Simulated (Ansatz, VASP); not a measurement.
# One calculation of Sb3Se, two programs

Contents of INCAR:

```
PREC = Accurate
ENCUT = 600
EDIFF = 1E-7
ISMEAR = 0
SIGMA = 0.1
LREAL = False
LASPH = True
NELM = 100
ALGO = Normal
ISIF = 3
LWAVE = False
LCHARG = False
GGA = PE
IBRION = 2
NSW = 100
EDIFFG = -0.01
```

File KPOINTS:

```
regular mesh
0
Gamma
  10 10 10
```

POSCAR

```
Sb3Se
1.0
    4.7509746025      0.0000000000      0.0000000000
    0.0000000000      4.7509746025      0.0000000000
    0.0000000000      0.0000000000      4.7509746025
Sb Se
3 1
Direct
    0.0000000000      0.5000000000      0.5000000000
    0.5000000000      0.0000000000      0.5000000000
    0.5000000000      0.5000000000      0.0000000000
    0.0000000000      0.0000000000      0.0000000000
```

Input for Ansatz:

```yaml
crystal:
  lattice:
    - [4.7509746025, 0.0, 0.0]
    - [0.0, 4.7509746025, 0.0]
    - [0.0, 0.0, 4.7509746025]
  atoms:
    - { symbol: Sb, position: [0.0, 0.5, 0.5] }
    - { symbol: Sb, position: [0.5, 0.0, 0.5] }
    - { symbol: Sb, position: [0.5, 0.5, 0.0] }
    - { symbol: Se, position: [0.0, 0.0, 0.0] }
basis:
  ecutwfc: 420
kpoints:
  mp_grid: { grid: [10, 10, 10] }
hamiltonian:
  xc: pbe
scf:
  occupations: { method: gaussian, width: 0.1 }
output:
  forces: true
  stress: true
  eigenvalues: true
relax:
  adjacent_minimum: "off"
  f_tol: 0.01
  max_steps: 80
  cell: { stress_tol: 0.05 }
```

Alike in both runs: task relaxation of cell and atoms; functional PBE; k mesh 10 × 10 × 10; occupations gaussian, width 0.1 eV; no spin polarisation.

|  | VASP | Ansatz |
| --- | --- | --- |
| version | VASP 6.6.1 | Ansatz 0.2.0 |
| potentials or method | VASP PAW PBE potentials, release 64 (Sb, Se), cutoff 600 eV | scalar-relativistic, plane waves, PAW |
| valence electrons in the cell | 21 | 61 |

Ansatz gave:

- gap on the k mesh at the Fermi level, each at its own relaxed structure (eV): none
- relaxed volume (Å³/atom): 25.76
- relaxed cell length with the largest relative difference (Å): 4.688

**Question.** Which values does VASP return?

**Answer.** gap on the k mesh at the Fermi level, each at its own relaxed structure (eV): none; relaxed volume (Å³/atom): 25.69; relaxed cell length with the largest relative difference (Å): 4.684.

A gap of «none» marks a metal or a gap that the smearing closes. VASP's potentials hold 21 valence electrons a cell and Ansatz's 61, so a difference there can come from the potentials and not from the codes.

Spin-orbit coupling is off throughout.
